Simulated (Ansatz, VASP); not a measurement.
## One calculation of ZnS, two programs

```
CELL_PARAMETERS angstrom
3.40797 0.00000 0.00000
0.00000 3.40797 0.00000
0.00000 0.00000 3.40797
ATOMIC_POSITIONS crystal
Zn 0.50000 0.50000 0.50000
S 0.00000 0.00000 0.00000
```

Change from the starting cell: species swapped into the LiPb type (Pm-3m, No. 221).

Alike in both runs: task single point; functional PBE; k mesh 6 × 6 × 6; occupations gaussian, width 0.1 eV; no spin polarisation.

|  | VASP | Ansatz |
| --- | --- | --- |
| version | VASP 6.6.1 | Ansatz 0.2.0 |
| potentials or method | VASP PAW PBE potentials, release 64 (Zn, S), cutoff 500 eV | scalar-relativistic, plane waves, PAW |
| valence electrons in the cell | 18 | 18 |

```tsv
	VASP	Ansatz	Ansatz less VASP
gap on the k mesh at the Fermi level (eV)	none	none	-
pressure (GPa)	-9.5	-9.5	+0.02
```

A gap of «none» marks a metal or a gap that the smearing closes. With one functional, cell and mesh, what is left measures potentials, basis and numerics.
